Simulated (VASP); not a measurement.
The system is Cd.

```
Cd
1.0
     3.09053    0.00000    0.00000
    -1.54527    2.67648    0.00000
     0.00000    0.00000    2.90510
Cd
1
Direct
  0.00000 0.00000 0.00000
```

This isn't the form of Cd at room conditions, which is hcp.

* Program: VASP 6.6.1
* Task: relaxation of cell and atoms
* Functional: PBE
* Potentials or basis: VASP PAW PBE potentials, release 64 (Cd)
* Cutoff: 600 eV
* k mesh: 14 × 14 × 13
* Occupations: fermi-dirac, width 0.1 eV
* Spin: no spin polarisation

At the start: pressure 2.5 GPa; volume 24.03 Å³/atom.

Question: Where does the relaxation end?

Answer: Over 9 steps the energy falls by 24.9 meV/atom and the volume is 25.37 Å³/atom (+5.6 %); space group P6/mmm (No. 191, to 0.1 Å) before and after.

Step by step:
```csv
step,energy change (eV),largest force (eV/Å),pressure (GPa),volume (Å³)
1,0.0000,0.0000,2.46,24.03
2,-0.0177,0.0000,0.13,25.33
3,-0.0189,0.0000,-0.59,25.89
4,-0.0189,0.0000,-0.53,25.84
5,-0.0217,0.0000,-0.35,25.64
6,-0.0246,0.0000,0.19,25.22
7,-0.0246,0.0000,0.29,25.15
8,-0.0249,0.0000,0.03,25.35
9,-0.0249,0.0000,0.00,25.37
```

Final structure:
```cif
data_structure
_symmetry_space_group_name_H-M 'P 1'
_symmetry_Int_Tables_number 1
_cell_length_a 3.0455
_cell_length_b 3.0455
_cell_length_c 3.1581
_cell_angle_alpha 90.000
_cell_angle_beta 90.000
_cell_angle_gamma 120.000
_cell_volume 25.37
loop_
_atom_site_label
_atom_site_type_symbol
_atom_site_fract_x
_atom_site_fract_y
_atom_site_fract_z
_atom_site_occupancy
Cd1 Cd 0.00000 0.00000 0.00000 1
```
